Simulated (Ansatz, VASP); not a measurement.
**Two plane-wave programs on MgO**

```
CELL_PARAMETERS angstrom
3.25534 0.00000 0.00000
-1.62767 2.81920 0.00000
0.00000 0.00000 10.41495
ATOMIC_POSITIONS crystal
Mg 0.33333 0.66667 0.96960
Mg 0.00000 0.00000 0.22095
Mg 0.00000 0.00000 0.72095
Mg 0.66667 0.33333 0.46960
O 0.33333 0.66667 0.77992
O 0.00000 0.00000 0.56698
O 0.00000 0.00000 0.02954
O 0.66667 0.33333 0.27992
```

Alike in both runs: task single point; functional PBEsol; k mesh 9 × 9 × 4; occupations gaussian, width 0.05 eV; no spin polarisation.

|  | VASP | Ansatz |
| --- | --- | --- |
| version | VASP 6.6.1 | Ansatz 0.2.0 |
| potentials or method | VASP PAW PBE potentials, release 64 (Mg, O), cutoff 520 eV | scalar-relativistic, plane waves, PAW |
| valence electrons in the cell | 32 | 64 |

```csv
,VASP,Ansatz,Ansatz less VASP
gap on the k mesh at the Fermi level (eV),1.99,2.02,+0.034
least direct gap on the mesh (eV),1.99,2.02,+0.034
pressure (GPa),5.2,5.1,-0.13
"traceless stress, the component that is largest in VASP (GPa)",13.49,12.74,-0.752
rms of the force components (eV/Å),2.964,2.838,-0.1259
```

VASP's potentials were made for PBE, not for PBEsol, and Ansatz warns of the same on its side. Atom by atom the forces differ by 0.128 eV/Å (rms over components). VASP's potentials hold 32 valence electrons a cell and Ansatz's 64, so a difference there can come from the potentials and not from the codes.
